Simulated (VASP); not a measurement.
Runs of VASP 6.6.1 on ZnO. The structure is that of space group P6_3mc (No. 186), or close to it. The cells are those of the table. 

```tsv
cell	gap on the mesh (eV)	pressure (GPa)	largest force (eV/Å)
a = 3.430, b = 3.430, c = 4.669 Å, angles 90.0, 90.0, 120.0°, 4 atoms	1.22	6.0	2.67
a = 3.294, b = 3.294, c = 5.064 Å, angles 90.0, 90.0, 120.0°, 4 atoms	1.28	(c)	0.40
a = 3.148, b = 3.148, c = 5.545 Å, angles 90.0, 90.0, 120.0°, 4 atoms	1.04	(b)	0.62
a = 3.500, b = 3.500, c = 4.484 Å, angles 90.0, 90.0, 120.0°, 4 atoms	1.25	12.2	4.53
a = 3.341, b = 3.341, c = 4.922 Å, angles 90.0, 90.0, 120.0°, 4 atoms	1.25	1.3	1.00
a = 3.197, b = 3.197, c = 5.376 Å, angles 90.0, 90.0, 120.0°, 4 atoms	(a)	0.6	0.40
a = 2.977, b = 2.977, c = 6.198 Å, angles 90.0, 90.0, 120.0°, 4 atoms	0.35	12.8	1.06
a = 3.058, b = 3.058, c = 5.876 Å, angles 90.0, 90.0, 120.0°, 4 atoms	(d)	6.8	0.89
```

Alike in all rows: task single point; level r2SCAN; potentials or basis VASP PAW PBE potentials, release 64 (Zn, O); no spin polarisation; k mesh 12 × 12 × 6; cutoff (eV) 520; smearing gaussian 0.05 eV.

Problem. Estimate the missing entries.

Solution. (a) 1.15; (b) 2.0; (c) 0.2; (d) 0.73.

Caveats: the PAW data sets were made with another functional, which shifts forces and pressure a little.

A k mesh can miss the band edges.
